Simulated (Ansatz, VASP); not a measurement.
# Ni in VASP and in Ansatz

```
Ni
1.0
     3.54220    1.77110    1.77110
     1.77110    3.54220    1.77110
     1.77110    1.77110    3.54220
Ni
2
Direct
  0.00000 0.00000 0.00000
  0.50000 0.50000 0.50000
```

Alike in both runs: task single point; functional PBE; k mesh 11 × 11 × 11; occupations gaussian, width 0.1 eV; collinear spin.

|  | VASP | Ansatz |
| --- | --- | --- |
| version | VASP 6.6.1 | Ansatz 0.2.0 |
| potentials or method | VASP PAW PBE potentials, release 64 (Ni), cutoff 520 eV | PAW, plane waves, scalar-relativistic |
| valence electrons in the cell | 20 | 36 |

|  | VASP | Ansatz | Ansatz less VASP |
| --- | --- | --- | --- |
| pressure (GPa) | -4.1 | -4.0 | +0.09 |
| traceless stress, the component that is largest in VASP (GPa) | 0.10 | 0.09 | -0.013 |
| net moment per atom (μB) | 0.61 | 0.62 | +0.008 |
| size of the moment on the site where the two differ most (μB) | 0.63 | 0.66 | +0.034 |

Site moments also hang on the region over which each program counts them. The functional is the same, so the differences come from potentials, cutoffs and numerics. VASP's potentials hold 20 valence electrons a cell and Ansatz's 36, so a difference there can come from the potentials and not from the codes.
